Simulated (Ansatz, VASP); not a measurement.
## One calculation of Si, two programs

```
Si
1.0
     2.72037    2.72037    0.00000
    -2.72037    2.72037    0.00000
     0.00000    2.72037    2.72037
Si
2
Direct
  0.25000 0.75000 0.50000
  0.00000 0.00000 0.00000
```

Alike in both runs: task single point; functional LDA; k mesh 8 × 8 × 8; no spin polarisation.

|  | VASP | Ansatz |
| --- | --- | --- |
| version | VASP 6.6.1 | Ansatz 0.2.0 |
| potentials or method | VASP PAW LDA potentials, release 64 (Si), cutoff 520 eV | all-electron LAPW, scalar-relativistic |
| occupations | gaussian, width 0.01 eV | fixed |

VASP gave:

```
gap on the k mesh at the Fermi level (eV) : 0.52
pressure (GPa)                            : -1.9
```

Q: Estimate Ansatz's values.

A: gap on the k mesh at the Fermi level (eV): 0.53; pressure (GPa): -2.0.

LDA's correlation is that of Perdew and Zunger in VASP and of Perdew and Wang (1992) in Ansatz. Ansatz ran all-electron here, and VASP with PAW potentials.
